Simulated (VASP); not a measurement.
# InP (rocksalt type) (Fm-3m) in VASP: further runs

The runs below take InP (rocksalt type) through electric field gradients, with PBE.

Everything below comes from runs of VASP 6.6.1. Logs are shortened: lines on timing, memory, paths and dates and some standing lists are left out, and cuts for length are marked.

### 1 The cell of the first run

It takes space group Fm-3m (No. 225, cubic). Conventional cell: a = 5.429 Å, b = 5.429 Å, c = 5.429 Å, α = 90.00°, β = 90.00°, γ = 90.00°. In (site symmetry m-3m) has 6 P at 2.71 Å within 3.6 Å. P (site symmetry m-3m) has 6 In at 2.71 Å within 3.6 Å.

### 2 Electric field gradients, PBE (20.00 Å³/atom)

INCAR

```
PREC = Accurate
ENCUT = 520
EDIFF = 1E-8
ISMEAR = -1
SIGMA = 0.08
LREAL = False
LASPH = True
NELM = 80
ALGO = Normal
ISIF = 2
LWAVE = False
LCHARG = False
GGA = PE
LEFG = True
NBANDS = 16
```

KPOINTS

```
Automatic mesh
0
Gamma
  14 14 14
```

POSCAR

```
InP
1.0
    0.0000000000      2.7144795664      2.7144795664
    2.7144795664      0.0000000000      2.7144795664
    2.7144795664      2.7144795664      0.0000000000
In P
1 1
Direct
    0.0000000000      0.0000000000      0.0000000000
    0.5000000000      0.5000000000      0.5000000000
```

Potentials or basis: VASP PAW PBE potentials, release 64 (In_d, P).

Launch:

```console
$ cat potpaw_PBE.64/In_d/POTCAR potpaw_PBE.64/P/POTCAR > POTCAR
$ mpirun -np 1 vasp_std > vasp.out
```

OUTCAR:

```text
PREC = Accurate
   ENCUT = 520
   EDIFF = 1E-8
   ISMEAR = -1
   LREAL = False
   LASPH = True
   NELM = 80
   ISIF = 2
   GGA = PE

 ion  position               nearest neighbor table
   1  0.000  0.000  0.000-   2 2.71   2 2.71   2 2.71   2 2.71   2 2.71   2 2.71
   2  0.500  0.500  0.500-   1 2.71   1 2.71   1 2.71   1 2.71   1 2.71   1 2.71

  LATTYP: Found a face centered cubic cell.
 ALAT       =     5.4289591328

  Lattice vectors:

 A1 = (   0.0000000000,   2.7144795664,   2.7144795664)
 A2 = (   2.7144795664,   0.0000000000,   2.7144795664)
 A3 = (   2.7144795664,   2.7144795664,   0.0000000000)

Analysis of symmetry for initial positions (statically):
=====================================================================
 Subroutine PRICEL returns:
 Original cell was already a primitive cell.

 Routine SETGRP: Setting up the symmetry group for a
 face centered cubic supercell.

 Subroutine GETGRP returns: Found 48 space group operations
 (whereof 48 operations were pure point group operations)
 out of a pool of 48 trial point group operations.

The static configuration has the point symmetry O_h .

Analysis of symmetry for dynamics (positions and initial velocities):
=====================================================================
 Subroutine PRICEL returns:
 Original cell was already a primitive cell.

 Routine SETGRP: Setting up the symmetry group for a
 face centered cubic supercell.

 Subroutine GETGRP returns: Found 48 space group operations
 (whereof 48 operations were pure point group operations)
 out of a pool of 48 trial point group operations.

The dynamic configuration has the point symmetry O_h .

 Subroutine INISYM returns: Found 48 space group operations
 (whereof 48 operations are pure point group operations),
 and found     1 'primitive' translations

----------------------------------------------------------------------------------------

                                     Primitive cell

  volume of cell :      40.0027

  direct lattice vectors                    reciprocal lattice vectors
     0.000000000  2.714479566  2.714479566    -0.184197371  0.184197371  0.184197371
     2.714479566  0.000000000  2.714479566     0.184197371 -0.184197371  0.184197371
     2.714479566  2.714479566  0.000000000     0.184197371  0.184197371 -0.184197371

  length of vectors
     3.838853818  3.838853818  3.838853818     0.319039205  0.319039205  0.319039205

  position of ions in fractional coordinates (direct lattice)
     0.000000000  0.000000000  0.000000000
     0.500000000  0.500000000  0.500000000

  ion indices of the primitive-cell ions
   primitive index   ion index
                 1           1
                 2           2

----------------------------------------------------------------------------------------

 KPOINTS: Automatic mesh

Automatic generation of k-mesh.
 Grid dimensions read from file:
 generate k-points for:   14   14   14

 Generating k-lattice:

  Cartesian coordinates                     Fractional coordinates (reciprocal lattice)
    -0.013156955  0.013156955  0.013156955     0.071428571  0.000000000  0.000000000
     0.013156955 -0.013156955  0.013156955     0.000000000  0.071428571  0.000000000
     0.013156955  0.013156955 -0.013156955     0.000000000  0.000000000  0.071428571

  Length of vectors
     0.022788515  0.022788515  0.022788515

  Shift w.r.t. Gamma in fractional coordinates (k-lattice)
     0.000000000  0.000000000  0.000000000

 Subroutine IBZKPT returns following result:
 ===========================================

 Found    104 irreducible k-points:

 Following reciprocal coordinates:
            Coordinates               Weight
  0.000000  0.000000  0.000000      1.000000
  0.071429  0.000000  0.000000      8.000000
  0.142857  0.000000  0.000000      8.000000
  0.214286  0.000000  0.000000      8.000000
  0.285714  0.000000  0.000000      8.000000
  0.357143  0.000000  0.000000      8.000000
[... 16 lines left out ...]
  0.214286  0.142857  0.000000     24.000000
  0.285714  0.142857  0.000000     24.000000
 [... further k-points ...]
   k-points           NKPTS =    104   k-points in BZ     NKDIM =    104   number of bands    NBANDS=     16
   number of dos      NEDOS =    301   number of ions     NIONS =      2
   total plane-waves  NPLWV =  27000
   dimension x,y,z NGX =    30 NGY =   30 NGZ =   30
   dimension x,y,z NGXF=    60 NGYF=   60 NGZF=   60
   ions per type =               1   1
   NGX,Y,Z   is equivalent  to a cutoff of  12.99, 12.99, 12.99 a.u.
   NGXF,Y,Z  is equivalent  to a cutoff of  25.98, 25.98, 25.98 a.u.
 SYSTEM =  unknown system
   PREC   = accura    normal or accurate (medium, high low for compatibility)
   ISTART =      0    job   : 0-new  1-cont  2-samecut
   ICHARG =      2    charge: 1-file 2-atom 10-const
   ISPIN  =      1    spin polarized calculation?
   LNONCOLLINEAR =      F non collinear calculations
   LSORBIT =      F    spin-orbit coupling
   LASPH  =      T    aspherical Exc in radial PAW
   ENCUT  =  520.0 eV  38.22 Ry    6.18 a.u.   7.14  7.14  7.14*2*pi/ulx,y,z
   NELM   =     80;   NELMIN=  2; NELMDL= -5     # of ELM steps
   EDIFF  = 0.1E-07   stopping-criterion for ELM
   LREAL  =      F    real-space projection
   EDIFFG = 0.1E-06   stopping-criterion for IOM
   NSW    =      0    number of steps for IOM
   IBRION =     -1    ionic relax: 0-MD 1-quasi-New 2-CG
   NFREE  =      0    steps in history (QN), initial steepest desc. (CG)
   ISIF   =      2    stress and relaxation
   ISYM   =      2    0-nonsym 1-usesym 2-fastsym
   POTIM  = 0.5000    time-step for ionic-motion
   TEBEG  =    0.0;   TEEND  =   0.0 temperature during run
   PSTRESS=    0.0 pullay stress
   NELECT =      18.0000    total number of electrons
   NUPDOWN=      -1.0000    fix difference up-down
   EMIN   =  10.00;   EMAX   =-10.00  energy-range for DOS
   EFERMI =   0.00;   METHOD = LEGACY
   ISMEAR =    -1;   SIGMA  =   0.08  broadening in eV -4-tet -1-fermi 0-gaus
   EFERMI_NEDOS =   21; number of points for ismear=-14 and -15
   IALGO  =     38    algorithm
   IMIX   =      4    mixing-type and parameters
     AMIX     =   0.40;   BMIX     =  1.00
     AMIX_MAG =   1.60;   BMIX_MAG =  1.00
  volume/ion in A,a.u.               =      20.00       134.98
  Fermi-wavevector in a.u.,A,eV,Ry     =   1.254495  2.370653 21.412289  1.573759
  Thomas-Fermi vector in A             =   2.388298
   LORBIT       =      0    0 simple, 1 ext, 2 COOP (PROOUT), +10 PAW based schemes
   GGA     = PE    functional components
   LHFCALC =     F    Hartree Fock is set to
   AEXX    =    0.0000 exact exchange contribution
   IVDW    =     0    specifies the selected vdW correction
   LEPSILON=     F    determine dielectric tensor
   LRPA    =     F    only Hartree local field effects (RPA)
 non-spin polarized calculation
  energy-cutoff  :      520.00
  volume of cell :       40.00
 maximum number of plane-waves:      1090
 NGX is ok and might be reduce to    30
   NGX = 15   NGY = 15   NGZ = 15

 number of electron      17.9999993 magnetization

 Free energy of the ion-electron system (eV)
  ---------------------------------------------------
  ext. energy  EPLUGINS =         0.00000000
  ---------------------------------------------------
  free energy    TOTEN  =        -7.88805958 eV

  energy without entropy =       -7.86618252  energy(sigma->0) =       -7.87712105

 E-fermi :   7.7782     XC(G=0): -10.6741

 val. band max:        7.7523798343   @ k =  -0.3571   0.1429   0.0000
 cond. band min:       7.7896423911   @ k =  -0.1429   0.2143   0.0714
 fundamental gap:      0.0372625568
 Fermi energy:         7.7782160394

 k-point     1 :       0.0000    0.0000    0.0000
  band No.  band energies     occupation
      1      -6.5017      2.00000
      2      -6.5017      2.00000
      3      -6.4776      2.00000
      4      -6.4776      2.00000
      5      -6.4776      2.00000
      6      -4.6823      2.00000
[... 8 lines left out ...]
     15      16.6407      0.00000
     16      16.6407      0.00000

 k-point     2 :       0.0714    0.0000    0.0000
  band No.  band energies     occupation
      1      -6.5046      2.00000
      2      -6.5046      2.00000
      3      -6.4779      2.00000
      4      -6.4737      2.00000
      5      -6.4737      2.00000
      6      -4.6143      2.00000
[... 8 lines left out ...]
     15      15.9599      0.00000
     16      16.5912      0.00000
[... 387 lines left out ...]
      5      -6.4364      2.00000
      6      -4.0474      2.00000
[... 8 lines left out ...]
     15      17.7506      0.00000
     16      18.2462      0.00000

 k-point    24 :       0.2857    0.1429    0.0000
  band No.  band energies     occupation
      1      -6.6033      2.00000
      2      -6.5048      2.00000
      3      -6.4941      2.00000
      4      -6.4307      2.00000
      5      -6.4132      2.00000
      6      -3.6654      2.00000
[... 8 lines left out ...]
     15      18.0576      0.00000
     16      18.3025      0.00000

 [... further k-points ...]
[... 5 lines left out ...]
  --------------------------------------------------------------------------------------
  -------------------------------------------------------------------------------------
  Total        1.2985154      1.2985154      1.2985154      0.0000000     -0.0000000      0.0000000
  in kB       52.0077395     52.0077395     52.0077395      0.0000000     -0.0000000      0.0000000
  external PRESSURE =      52.0077395 kB  Pullay stress =       0.0000000 kB

 VOLUME and BASIS-vectors are now :
 -----------------------------------------------------------------------------
  energy-cutoff  :      520.00
  volume of cell :       40.00
      direct lattice vectors                 reciprocal lattice vectors
     0.000000000  2.714479566  2.714479566    -0.184197371  0.184197371  0.184197371
     2.714479566  0.000000000  2.714479566     0.184197371 -0.184197371  0.184197371
     2.714479566  2.714479566  0.000000000     0.184197371  0.184197371 -0.184197371

 POSITION                                       TOTAL-FORCE (eV/Angst)
 -----------------------------------------------------------------------------------
      0.00000      0.00000      0.00000         0.000000      0.000000      0.000000
      2.71448      2.71448      2.71448        -0.000000     -0.000000     -0.000000
 -----------------------------------------------------------------------------------
    total drift:                               -0.000000      0.000000      0.000000

  FREE ENERGIE OF THE ION-ELECTRON SYSTEM (eV)
  ---------------------------------------------------
  free  energy   TOTEN  =        -7.8880595775 eV

  energy  without entropy=       -7.8661825163  energy(sigma->0) =       -7.87712105

 Electric field gradients (V/A^2)
---------------------------------------------------------------------
 ion       V_xx      V_yy      V_zz      V_xy      V_xz      V_yz
---------------------------------------------------------------------
   1      -0.000     0.000     0.000     0.002     0.002     0.002
   2      -0.000     0.000    -0.000    -0.000    -0.000    -0.000
---------------------------------------------------------------------

 Electric field gradients after diagonalization (V/A^2)
 (convention: |V_zz| > |V_xx| > |V_yy|)
----------------------------------------------------------------------
 ion       V_xx      V_yy      V_zz     asymmetry (V_yy - V_xx)/ V_zz
----------------------------------------------------------------------
   1      -0.002    -0.002     0.003       0.000
   2       0.000     0.000    -0.000       0.000
----------------------------------------------------------------------

           NMR quadrupolar parameters

 Cq : quadrupolar parameter    Cq=e*Q*V_zz/h
 eta: asymmetry parameters     (V_yy - V_xx)/ V_zz
 Q  : nuclear electric quadrupole moment in mb (millibarn)
----------------------------------------------------------------------
 ion       Cq(MHz)       eta       Q (mb)
----------------------------------------------------------------------
   1       0.000       0.000       1.000
   2      -0.000       0.000       1.000
----------------------------------------------------------------------
```

Wall time 2.5 min (1 thread of Intel Xeon 8259CL, shared host); peak memory 0.21 GiB.

What came out:

```yaml
Free_energy: -7.8881 eV
Pressure: 5.2 GPa
Band_gap_on_the_k_mesh: zero (bands 9 and 10 overlap by 2.75 eV)
Largest_electric_field_gradient_by_atom: zero within the noise of the run
```

Levels at points of the mesh, in eV from the Fermi level:
| k point | band 6 | band 7 | band 8 | band 9 | band 10 | band 11 | band 12 | band 13 |
| --- | --- | --- | --- | --- | --- | --- | --- | --- |
| (0.00, 0.00, 0.00) | -12.46 | -0.32 | -0.32 | -0.32 | 1.03 | 7.12 | 7.12 | 7.12 |
| (0.50, 0.00, 0.00) | -10.19 | -6.95 | 0.17 | 0.17 | 2.54 | 3.41 | 3.41 | 5.68 |
| (0.50, 0.50, 0.00) | -8.89 | -5.32 | -2.52 | -2.52 | -2.42 | 3.73 | 10.40 | 10.40 |

Caveat: the cell stands under pressure; spin-orbit coupling is left out, which moves the levels of the heavy elements.

(Continued in part 2 of 2.)
